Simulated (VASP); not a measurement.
# LiSi2N2 (P-3m1) in VASP: a series of runs

Runs on LiSi2N2. Level: PBE. Tasks: single point.

Program: VASP 6.6.1. These are calculated values, not measurements. Logs are shortened: lines on timing, memory, paths and dates and some standing lists are left out, and cuts for length are marked.

## 1. The cell of the first run

The structure is trigonal, space group P-3m1 (No. 164). The conventional cell has a = 3.422 Å, b = 3.422 Å, c = 5.614 Å, α = 90.00°, β = 90.00°, γ = 120.00°. Within 3.1 Å of Li (site symmetry -3m) lie 6 Si at 2.35 Å and 6 N at 2.96 Å. Within 2.8 Å of Si (site symmetry 3m) lie 4 N at 2.14 to 2.19 Å and 3 Li at 2.35 Å. Within 2.8 Å of N (site symmetry 3m) lie 4 Si at 2.14 to 2.19 Å and 3 N at 2.31 Å.

## 2. Single point, PBE

File INCAR:

```
PREC = Accurate
ENCUT = 520
EDIFF = 1E-6
ISMEAR = 0
SIGMA = 0.1
LREAL = False
LASPH = True
NELM = 100
ALGO = Normal
ISIF = 2
LWAVE = False
LCHARG = False
GGA = PE
NBANDS = 18
```

File KPOINTS:

```
Automatic mesh
0
Gamma
  6 6 4
```

File POSCAR:

```
LiSi2N2
1.0
    3.4222401900      0.0000000000      0.0000000000
   -1.7111200900      2.9637469400      0.0000000000
    0.0000000000      0.0000000000      5.6144566400
Li Si N
1 2 2
Direct
    0.0000000000      0.0000000000      0.0000000000
    0.3333333300      0.6666666700      0.2265000000
    0.6666666700      0.3333333300      0.7735000000
    0.3333333300      0.6666666700      0.6069999900
    0.6666666700      0.3333333300      0.3930000100
```

Potentials or basis: VASP PAW PBE potentials, release 64 (Li_sv, Si, N).

Run with:

```console
$ cat potpaw_PBE.64/Li_sv/POTCAR potpaw_PBE.64/Si/POTCAR potpaw_PBE.64/N/POTCAR > POTCAR
$ mpirun -np 1 vasp_std > vasp.out
```

OUTCAR:

```text
PREC = Accurate
   ENCUT = 520
   EDIFF = 1E-6
   ISMEAR = 0
   LREAL = False
   LASPH = True
   NELM = 100
   ISIF = 2
   GGA = PE

 ion  position               nearest neighbor table
   1  0.000  0.000  0.000-   2 2.35   3 2.35   2 2.35   3 2.35   3 2.35   2 2.35
   2  0.333  0.667  0.227-   4 2.14   5 2.19   5 2.19   5 2.19   1 2.35   1 2.35   1 2.35
   3  0.667  0.333  0.773-   5 2.14   4 2.19   4 2.19   4 2.19   1 2.35   1 2.35   1 2.35
   4  0.333  0.667  0.607-   2 2.14   3 2.19   3 2.19   3 2.19
   5  0.667  0.333  0.393-   3 2.14   2 2.19   2 2.19   2 2.19

  LATTYP: Found a hexagonal cell.
 ALAT       =     3.4222401900
 C/A-ratio  =     1.6405793656

  Lattice vectors:

 A1 = (   3.4222401900,   0.0000000000,   0.0000000000)
 A2 = (  -1.7111200900,   2.9637469400,   0.0000000000)
 A3 = (   0.0000000000,   0.0000000000,   5.6144566400)

Analysis of symmetry for initial positions (statically):
=====================================================================
 Subroutine PRICEL returns:
 Original cell was already a primitive cell.

 Routine SETGRP: Setting up the symmetry group for a
 hexagonal supercell.

 Subroutine GETGRP returns: Found 12 space group operations
 (whereof 12 operations were pure point group operations)
 out of a pool of 24 trial point group operations.

The static configuration has the point symmetry D_3d.

Analysis of symmetry for dynamics (positions and initial velocities):
=====================================================================
 Subroutine PRICEL returns:
 Original cell was already a primitive cell.

 Routine SETGRP: Setting up the symmetry group for a
 hexagonal supercell.

 Subroutine GETGRP returns: Found 12 space group operations
 (whereof 12 operations were pure point group operations)
 out of a pool of 24 trial point group operations.

The dynamic configuration has the point symmetry D_3d.

 Subroutine INISYM returns: Found 12 space group operations
 (whereof 12 operations are pure point group operations),
 and found     1 'primitive' translations

----------------------------------------------------------------------------------------

                                     Primitive cell

  volume of cell :      56.9455

  direct lattice vectors                    reciprocal lattice vectors
     3.422240190  0.000000000  0.000000000     0.292206258  0.168705361  0.000000000
    -1.711120090  2.963746940  0.000000000     0.000000000  0.337410724  0.000000000
     0.000000000  0.000000000  5.614456640     0.000000000  0.000000000  0.178111626

  length of vectors
     3.422240190  3.422240185  5.614456640     0.337410723  0.337410724  0.178111626

  position of ions in fractional coordinates (direct lattice)
     0.000000000  0.000000000  0.000000000
     0.333333330  0.666666670  0.226500000
     0.666666670  0.333333330  0.773500000
     0.333333330  0.666666670  0.606999990
     0.666666670  0.333333330  0.393000010

  ion indices of the primitive-cell ions
   primitive index   ion index
                 1           1
                 2           2
                 3           3
                 4           4
                 5           5

----------------------------------------------------------------------------------------

 KPOINTS: Automatic mesh

Automatic generation of k-mesh.
 Grid dimensions read from file:
 generate k-points for:    6    6    4

 Generating k-lattice:

  Cartesian coordinates                     Fractional coordinates (reciprocal lattice)
     0.048701043  0.028117560  0.000000000     0.166666667  0.000000000  0.000000000
     0.000000000  0.056235121  0.000000000     0.000000000  0.166666667  0.000000000
     0.000000000  0.000000000  0.044527906     0.000000000  0.000000000  0.250000000

  Length of vectors
     0.056235121  0.056235121  0.044527906

  Shift w.r.t. Gamma in fractional coordinates (k-lattice)
     0.000000000  0.000000000  0.000000000

 Subroutine IBZKPT returns following result:
 ===========================================

 Found     24 irreducible k-points:

 Following reciprocal coordinates:
            Coordinates               Weight
  0.000000  0.000000  0.000000      1.000000
  0.166667 -0.000000  0.000000      6.000000
  0.333333 -0.000000  0.000000      6.000000
  0.500000 -0.000000  0.000000      3.000000
  0.166667  0.166667  0.000000      6.000000
  0.333333  0.166667  0.000000     12.000000
[... 16 lines left out ...]
  0.333333  0.166667  0.500000     12.000000
  0.333333  0.333333  0.500000      2.000000
   k-points           NKPTS =     24   k-points in BZ     NKDIM =     24   number of bands    NBANDS=     18
   number of dos      NEDOS =    301   number of ions     NIONS =      5
   total plane-waves  NPLWV =  32928
   dimension x,y,z NGX =    28 NGY =   28 NGZ =   42
   dimension x,y,z NGXF=    56 NGYF=   56 NGZF=   84
   ions per type =               1   2   2
   NGX,Y,Z   is equivalent  to a cutoff of  13.60, 13.60, 12.44 a.u.
   NGXF,Y,Z  is equivalent  to a cutoff of  27.20, 27.20, 24.87 a.u.
 SYSTEM =  unknown system
   PREC   = accura    normal or accurate (medium, high low for compatibility)
   ISTART =      0    job   : 0-new  1-cont  2-samecut
   ICHARG =      2    charge: 1-file 2-atom 10-const
   ISPIN  =      1    spin polarized calculation?
   LNONCOLLINEAR =      F non collinear calculations
   LSORBIT =      F    spin-orbit coupling
   LASPH  =      T    aspherical Exc in radial PAW
   ENCUT  =  520.0 eV  38.22 Ry    6.18 a.u.   6.36  6.36 10.44*2*pi/ulx,y,z
   NELM   =    100;   NELMIN=  2; NELMDL= -5     # of ELM steps
   EDIFF  = 0.1E-05   stopping-criterion for ELM
   LREAL  =      F    real-space projection
   EDIFFG = 0.1E-04   stopping-criterion for IOM
   NSW    =      0    number of steps for IOM
   IBRION =     -1    ionic relax: 0-MD 1-quasi-New 2-CG
   NFREE  =      0    steps in history (QN), initial steepest desc. (CG)
   ISIF   =      2    stress and relaxation
   ISYM   =      2    0-nonsym 1-usesym 2-fastsym
   POTIM  = 0.5000    time-step for ionic-motion
   TEBEG  =    0.0;   TEEND  =   0.0 temperature during run
   PSTRESS=    0.0 pullay stress
   NELECT =      21.0000    total number of electrons
   NUPDOWN=      -1.0000    fix difference up-down
   EMIN   =  10.00;   EMAX   =-10.00  energy-range for DOS
   EFERMI =   0.00;   METHOD = LEGACY
   ISMEAR =     0;   SIGMA  =   0.10  broadening in eV -4-tet -1-fermi 0-gaus
   EFERMI_NEDOS =   21; number of points for ismear=-14 and -15
   IALGO  =     38    algorithm
   IMIX   =      4    mixing-type and parameters
     AMIX     =   0.40;   BMIX     =  1.00
     AMIX_MAG =   1.60;   BMIX_MAG =  1.00
  volume/ion in A,a.u.               =      11.39        76.86
  Fermi-wavevector in a.u.,A,eV,Ry     =   1.173982  2.218505 18.752012  1.378234
  Thomas-Fermi vector in A             =   2.310386
   LORBIT       =      0    0 simple, 1 ext, 2 COOP (PROOUT), +10 PAW based schemes
   GGA     = PE    functional components
   LHFCALC =     F    Hartree Fock is set to
   AEXX    =    0.0000 exact exchange contribution
   IVDW    =     0    specifies the selected vdW correction
   LEPSILON=     F    determine dielectric tensor
   LRPA    =     F    only Hartree local field effects (RPA)
 non-spin polarized calculation
 Gauss-broadening in eV      SIGMA  =   0.10
  energy-cutoff  :      520.00
  volume of cell :       56.95
 maximum number of plane-waves:      1566
 NGX is ok and might be reduce to    28
   NGX = 13   NGY = 13   NGZ = 21

 number of electron      21.0000001 magnetization

 Free energy of the ion-electron system (eV)
  ---------------------------------------------------
  ext. energy  EPLUGINS =         0.00000000
  ---------------------------------------------------
  free energy    TOTEN  =       -24.98845530 eV

  energy without entropy =      -24.97903829  energy(sigma->0) =      -24.98374680

 E-fermi :   6.9599     XC(G=0): -10.7084

 val. band max:        6.9094068340   @ k =   0.5000  -0.0000   0.2500
 cond. band min:       6.9701951567   @ k =   0.1667   0.1667   0.2500
 fundamental gap:      0.0607883226
 Fermi energy:         6.9598529811

 k-point     1 :       0.0000    0.0000    0.0000
  band No.  band energies     occupation
      1     -39.8072      2.00000
      2     -10.1757      2.00000
      3      -6.3697      2.00000
      4      -1.6657      2.00000
      5       0.4380      2.00000
      6       3.1987      2.00000
[... 10 lines left out ...]
     17      13.1532      0.00000
     18      14.9761      0.00000

 k-point     2 :       0.1667   -0.0000    0.0000
  band No.  band energies     occupation
      1     -39.8060      2.00000
      2      -9.8770      2.00000
      3      -6.2796      2.00000
      4      -1.3670      2.00000
      5      -0.5709      2.00000
      6       2.7708      2.00000
[... 10 lines left out ...]
     17      13.4833      0.00000
     18      14.9937      0.00000

 k-point     3 :       0.3333   -0.0000    0.0000
  band No.  band energies     occupation
      1     -39.8034      2.00000
      2      -9.0651      2.00000
      3      -6.3860      2.00000
      4      -1.5706      2.00000
      5      -0.5588      2.00000
      6       1.3931      2.00000
[... 10 lines left out ...]
     17      13.7909      0.00000
     18      14.2546      0.00000

 k-point     4 :       0.5000   -0.0000    0.0000
  band No.  band energies     occupation
      1     -39.8022      2.00000
      2      -8.3447      2.00000
      3      -6.8681      2.00000
      4      -1.4668      2.00000
      5      -0.2964      2.00000
      6       0.7309      2.00000
[... 375 lines left out ...]
      4      -2.2788      2.00000
      5       1.2762      2.00000
      6       1.9419      2.00000
[... 10 lines left out ...]
     17      13.0606      0.00000
     18      15.7684      0.00000

 k-point    23 :       0.3333    0.1667    0.5000
  band No.  band energies     occupation
      1     -39.8021      2.00000
      2      -8.3302      2.00000
      3      -6.8101      2.00000
      4      -2.2126      2.00000
      5      -0.3158      2.00000
      6       0.9882      2.00000
[... 10 lines left out ...]
     17      13.1438      0.00000
     18      16.7143      0.00000

 k-point    24 :       0.3333    0.3333    0.5000
  band No.  band energies     occupation
      1     -39.8014      2.00000
      2      -7.4921      2.00000
      3      -7.4921      2.00000
      4      -1.3163      2.00000
      5      -1.3163      2.00000
      6       0.2359      2.00000
[... 10 lines left out ...]
     17      13.5949      0.00000
     18      16.0900      0.00000

------------------------ aborting loop because EDIFF is reached ----------------------------------------

  FORCE on cell =-STRESS in cart. coord.  units (eV):
  Direction    XX          YY          ZZ          XY          YZ          ZX
  --------------------------------------------------------------------------------------
  -------------------------------------------------------------------------------------
  Total       -1.8810334     -1.8810334     -3.3896238     -0.0000000      0.0000000      0.0000000
  in kB      -52.9234023    -52.9234023    -95.3680147     -0.0000001      0.0000000      0.0000000
  external PRESSURE =     -67.0716064 kB  Pullay stress =       0.0000000 kB

 VOLUME and BASIS-vectors are now :
 -----------------------------------------------------------------------------
  energy-cutoff  :      520.00
  volume of cell :       56.95
      direct lattice vectors                 reciprocal lattice vectors
     3.422240190  0.000000000  0.000000000     0.292206258  0.168705361  0.000000000
    -1.711120090  2.963746940  0.000000000     0.000000000  0.337410724  0.000000000
     0.000000000  0.000000000  5.614456640     0.000000000  0.000000000  0.178111626

 POSITION                                       TOTAL-FORCE (eV/Angst)
 -----------------------------------------------------------------------------------
      0.00000      0.00000      0.00000         0.000000      0.000000     -0.000000
     -0.00000      1.97583      1.27167         0.000000      0.000000      5.756639
      1.71112      0.98792      4.34278        -0.000000     -0.000000     -5.756639
     -0.00000      1.97583      3.40798        -0.000000      0.000000      3.552597
      1.71112      0.98792      2.20648         0.000000     -0.000000     -3.552597
 -----------------------------------------------------------------------------------
    total drift:                                0.000000      0.000000      0.000000

  FREE ENERGIE OF THE ION-ELECTRON SYSTEM (eV)
  ---------------------------------------------------
  free  energy   TOTEN  =       -24.9884553049 eV

  energy  without entropy=      -24.9790382892  energy(sigma->0) =      -24.98374680
```

Wall time 10 s (1 thread of Intel Xeon 6975P-C (Granite Rapids), shared host); peak memory 0.17 GiB.

Results:

```yaml
Free_energy: -24.9885 eV
Largest_force: 5.757 eV/Å
```

Forces in eV/Å, atoms in the order of the input:
```
Li   0.000  0.000  0.000
Si   0.000  0.000  5.757
Si   0.000  0.000 -5.757
N    0.000  0.000  3.553
N    0.000  0.000 -3.553
```

Levels at points of the mesh, in eV from the Fermi level:
| k point | band 7 | band 8 | band 9 | band 10 | band 11 | band 12 | band 13 | band 14 | band 15 | band 16 |
| --- | --- | --- | --- | --- | --- | --- | --- | --- | --- | --- |
| (0.00, 0.00, 0.00) | -3.76 | -2.15 | -1.26 | -1.26 | 0.51 | 2.93 | 2.93 | 3.04 | 4.05 | 4.05 |
| (0.50, 0.00, 0.00) | -5.09 | -4.36 | -1.91 | -1.65 | -0.25 | 1.58 | 1.75 | 2.52 | 5.50 | 5.76 |
| (0.00, 0.00, 0.50) | -3.70 | -2.91 | -1.52 | -1.36 | -1.36 | 3.14 | 3.14 | 3.40 | 3.40 | 4.78 |
| (0.50, 0.00, 0.50) | -4.25 | -3.24 | -2.81 | -2.27 | -0.58 | 0.72 | 2.15 | 2.49 | 3.65 | 5.80 |

Caveat: the cutoff is under 1.25 times the usual one of these potentials, so pressure, stress and relaxed cells hold a basis-set (Pulay) error; forces of over 1 eV/Å act on the atoms, so gaps and moduli don't describe the material at rest.

## 3. Single point, PBE

This run uses another cell than the first one, of 13.26 Å³/atom, 1.164 times its volume.

File INCAR:

```
PREC = Accurate ; ENCUT = 520
EDIFF = 1E-6 ; ISMEAR = 0
SIGMA = 0.1 ; LREAL = False
LASPH = True ; NELM = 100
ALGO = Normal ; ISIF = 2
LWAVE = False ; LCHARG = True
GGA = PE ; LELF = True
LVHAR = True ; NBANDS = 18
```

File KPOINTS:

```
regular mesh
0
Gamma
  6 6 4
```

File POSCAR:

```
LiSi2N2
1.0
    2.8982136291     -0.0000000024      0.0000000000
   -1.4491068124      2.5099266296      0.0000000000
    0.0000000000      0.0000000000      9.1137133872
Li Si N
1 2 2
Direct
    0.0000000000      0.0000000000      0.0000000000
    0.3333333333      0.6666666667      0.2532236369
    0.6666666667      0.3333333333      0.7467763631
    0.3333333333      0.6666666667      0.6801576131
    0.6666666667      0.3333333333      0.3198423869
```

Potentials or basis: VASP PAW PBE potentials, release 64 (Li_sv, Si, N).

Run with:

```console
$ cat potpaw_PBE.64/Li_sv/POTCAR potpaw_PBE.64/Si/POTCAR potpaw_PBE.64/N/POTCAR > POTCAR
$ mpirun -np 1 vasp_std > vasp.out
```

It took 14 s on 1 thread of Intel Xeon 6975P-C (Granite Rapids), shared host; peak memory 0.19 GiB.

The run converged. Its results:

- Free energy: -30.8829 eV
- Largest force: 0.018 eV/Å

Forces on the atoms (eV/Å):
```
Li   0.000  0.000  0.000
Si   0.000  0.000  0.015
Si   0.000  0.000 -0.015
N    0.000  0.000  0.018
N    0.000  0.000 -0.018
```

Levels at points of the mesh, in eV from the Fermi level:
```
           k point  band 8  band 9  band 10  band 11  band 12  band 13  band 14  band 15
(0.00, 0.00, 0.00)   -3.58   -3.58    -2.15    -0.35     3.49     4.98     7.60     7.71
(0.50, 0.00, 0.00)   -3.97   -3.56    -0.89    -0.52     1.21     2.10     4.44     5.72
(0.00, 0.00, 0.50)   -3.58   -3.58    -1.45    -1.15     3.74     4.97     7.46     7.74
(0.50, 0.00, 0.50)   -3.79   -3.75    -1.06    -0.39     1.47     1.92     4.34     5.95
```

Caveat: the k points lie up to 0.42 Å⁻¹ apart; the cutoff is under 1.25 times the usual one of these potentials, so pressure, stress and relaxed cells hold a basis-set (Pulay) error.
